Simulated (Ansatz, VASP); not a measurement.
## ZnSe: VASP beside Ansatz

The input INCAR:

```
SYSTEM = ZnSe
ALGO = Normal
EDIFF = 1E-6
ENCUT = 520
GGA = PS
ISIF = 2
ISMEAR = 0
LASPH = .TRUE.
LCHARG = .FALSE.
LREAL = .FALSE.
LWAVE = .FALSE.
NBANDS = 16
NELM = 100
PREC = Accurate
SIGMA = 0.1
```

Contents of KPOINTS:

```
k-points
0
G
  6 6 6
  0 0 0
```

File POSCAR:

```
ZnSe
1.0
    0.0000000000      2.8324425407      2.8324425407
    2.8324425407      0.0000000000      2.8324425407
    2.8324425407      2.8324425407      0.0000000000
Zn Se
1 1
Direct
    0.0000000000      0.0000000000      0.0000000000
    0.7500000000      0.7500000000      0.7500000000
```

Input for Ansatz:

```yaml
crystal:
  lattice:
    - [0.0, 2.8324425407, 2.8324425407]
    - [2.8324425407, 0.0, 2.8324425407]
    - [2.8324425407, 2.8324425407, 0.0]
  atoms:
    - { symbol: Zn, position: [0.0, 0.0, 0.0] }
    - { symbol: Se, position: [0.75, 0.75, 0.75] }
basis:
  ecutwfc: 420
kpoints:
  mp_grid: { grid: [6, 6, 6] }
hamiltonian:
  xc: pbesol
scf:
  occupations: { method: gaussian, width: 0.1 }
output:
  forces: true
  stress: true
  eigenvalues: true
```

Alike in both runs: task single point; functional PBEsol; k mesh 6 × 6 × 6; occupations gaussian, width 0.1 eV; no spin polarisation.

```csv
,VASP,Ansatz
version,VASP 6.6.1,Ansatz 0.2.0
potentials or method,"VASP PAW PBE potentials, release 64 (Zn, Se), cutoff 520 eV","scalar-relativistic, plane waves, PAW"
valence electrons in the cell,18,28
```

```csv
,VASP,Ansatz,Ansatz less VASP
gap on the k mesh at the Fermi level (eV),1.17,1.17,-0.003
least direct gap on the mesh (eV),1.17,1.17,-0.003
pressure (GPa),-0.8,-1.0,-0.25
```

VASP's potentials were made for PBE, not for PBEsol. The functional is the same, so the differences come from potentials, cutoffs and numerics. VASP's potentials hold 18 valence electrons a cell and Ansatz's 28, so a difference there can come from the potentials and not from the codes.
